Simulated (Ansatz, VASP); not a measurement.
# KSi2: VASP beside Ansatz

```
CELL_PARAMETERS angstrom
1.59802 -12.11754 0.00000
1.59802 12.11754 0.00000
0.00000 0.00000 3.79157
ATOMIC_POSITIONS crystal
K 0.87906 0.12094 0.75000
K 0.12094 0.87906 0.25000
Si 0.52768 0.47232 0.75000
Si 0.47232 0.52768 0.25000
Si 0.24343 0.75657 0.75000
Si 0.75657 0.24343 0.25000
```

Alike in both runs: functional PBE; k mesh 4 × 4 × 4; occupations gaussian, width 0.1 eV; no spin polarisation.

Ansatz relaxed the structure, and its values are those at the end. VASP's run is a single point on that final structure, the one shown.

|  | VASP | Ansatz |
| --- | --- | --- |
| version | VASP 6.6.1 | Ansatz 0.2.0 |
| potentials or method | VASP PAW PBE potentials, release 64 (K_sv, Si), cutoff 520 eV | scalar-relativistic, plane waves, PAW |
| valence electrons in the cell | 34 | 34 |

Ansatz gave:

| Quantity | Value |
| --- | --- |
| gap on the k mesh at the Fermi level (eV) | none |
| pressure (GPa) | 0.1 |
| rms of the force components (eV/Å) | 0.006 |

Question: Estimate VASP's values.

Answer: gap on the k mesh at the Fermi level (eV): none; pressure (GPa): 0.1; rms of the force components (eV/Å): 0.012.

A gap of «none» marks a metal or a gap that the smearing closes. With one functional, cell and mesh, what is left measures potentials, basis and numerics.

The k mesh is coarse, so the values compare programs but aren't converged.
